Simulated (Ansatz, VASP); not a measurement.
# Two plane-wave programs on AlGa3N4

```
Al Ga N
1.0
     0.00000   -3.16498    0.00000
     0.00359    0.00000   -5.47849
    13.28470    0.00000    0.00221
Al Ga N
2 6 8
Direct
  0.50000 0.33287 0.65468
  0.50000 0.33273 0.26760
  0.50000 0.66511 0.07348
  0.50000 0.66524 0.46056
  0.00000 0.16847 0.07344
  0.00000 0.16860 0.46053
  0.00000 0.83391 0.26731
  0.00000 0.83405 0.65440
  0.50000 0.66014 0.70077
  0.50000 0.66001 0.31368
  0.00000 0.17387 0.69999
  0.00000 0.17373 0.31290
  0.00000 0.83383 0.12044
  0.00000 0.83396 0.50753
  0.50000 0.33275 0.12462
  0.50000 0.33288 0.51170
```

Alike in both runs: task single point; functional PBEsol; k mesh 8 × 5 × 3; occupations gaussian, width 0.05 eV; no spin polarisation.

```csv
,VASP,Ansatz
version,VASP 6.6.1,Ansatz 0.2.0
potentials or method,"VASP PAW PBE potentials, release 64 (Al, Ga_d, N), cutoff 520 eV","scalar-relativistic, plane waves, PAW"
valence electrons in the cell,124,124
```

```csv
,VASP,Ansatz,Ansatz less VASP
gap on the k mesh at the Fermi level (eV),none,none,-
pressure (GPa),-0.8,-0.7,+0.11
"traceless stress, the component that is largest in VASP (GPa)",1.36,1.42,+0.052
rms of the force components (eV/Å),0.685,0.685,-0.0005
```

VASP's potentials were made for PBE, not for PBEsol. Atom by atom the forces differ by 0.005 eV/Å (rms over components). A gap of «none» marks a metal or a gap that the smearing closes.
